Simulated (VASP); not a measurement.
Te2Pb, 3 atoms in the cell. Symmetry: R-3m, No. 166, trigonal system. Conventional cell: a = 4.375 Å, b = 4.375 Å, c = 18.837 Å, α = 90.00°, β = 90.00°, γ = 120.00°. Pb (site symmetry -3m) has 6 Te at 3.21 Å within 4.2 Å. Te (site symmetry 3m) has 3 Pb at 3.21 Å and 3 Te at 3.43 Å within 4.2 Å.  This cell differs from its parent crystal: volume scaled by 1.020.

| Property | Result |
| --- | --- |
| Program | VASP 6.6.1 |
| Task | relaxation of shape and atoms at fixed volume |
| Functional | PBE |
| Potentials or basis | VASP PAW PBE potentials, release 64 (Pb_d, Te) |
| Cutoff | 600 eV |
| k mesh | 10 × 10 × 10 |
| Occupations | gaussian, width 0.05 eV |
| Spin | no spin polarisation |
| Dipole correction | no |
| Further INCAR settings | ALGO = Normal; EDIFF = 1e-07; IBRION = 2; EDIFFG = -0.01; NSW = 60; ISIF = 4 |

Potentials or basis: VASP PAW PBE potentials, release 64 (Pb_d, Te).

Command:

```console
$ cat potpaw_PBE.64/Pb_d/POTCAR potpaw_PBE.64/Te/POTCAR > POTCAR
$ mpirun -np 1 vasp_std > vasp.out
```

Hardware: 1 thread of Oxide Virtual Turin-like Processor, on a shared host.

Question: Estimate the wall time of this run.

Answer: Run time: 25 min on 1 thread of Oxide Virtual Turin-like Processor, with other jobs on the host, peak memory 0.53 GiB. Counts: scf iterations 29, k points 116, ion steps 3.
